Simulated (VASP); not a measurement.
**Ti4O: single point with PBEsol**

System: Ti4O, a slab with vacuum.

```
Ti O
1.0
     2.86791    0.00000    0.00000
    -1.43396    2.48369    0.00000
     0.00000    0.00000   26.02492
Ti O
4 1
Cartesian
  1.4340 0.8279 8.5000
  0.0000 1.6558 10.8416
  0.0000 0.0000 13.2214
  1.4340 0.8279 15.4096
  2.8679 1.6558 16.6358
```

| Quantity | Value |
| --- | --- |
| Program | VASP 6.6.1 |
| Task | single point |
| Functional | PBEsol |
| Potentials or basis | VASP PAW PBE potentials, release 64 (Ti_sv, O) |
| Cutoff | 520 eV |
| k mesh | 12 × 12 × 1 |
| Occupations | gaussian, width 0.1 eV |
| Spin | no spin polarisation |

```yaml
Largest_force: 5.139 eV/Å
Band_gap_on_the_k_mesh: zero (bands 27 and 28 overlap by 0.68 eV)
```

Forces on the atoms (eV/Å):
```
Ti   0.000  0.000  0.542
Ti   0.000  0.000 -0.510
Ti   0.000  0.000 -1.076
Ti   0.000  0.000  5.139
O    0.000  0.000 -4.096
```

Levels at points of the mesh, in eV from the Fermi level:
```csv
k point,band 24,band 25,band 26,band 27,band 28,band 29,band 30,band 31
"(0.00, 0.00, 0.00)",-0.30,-0.10,0.41,0.49,0.82,0.82,1.03,1.03
"(0.50, 0.00, 0.00)",-1.56,-1.14,-0.28,-0.01,0.52,0.98,1.12,1.12
```

It took 2.7 min on 1 thread of Intel(R) Xeon(R) 6975P-C (Granite Rapids), with other jobs on the host, peak memory 0.37 GiB.

Caveat: the PAW data sets were made with another functional, which shifts forces and pressure a little.
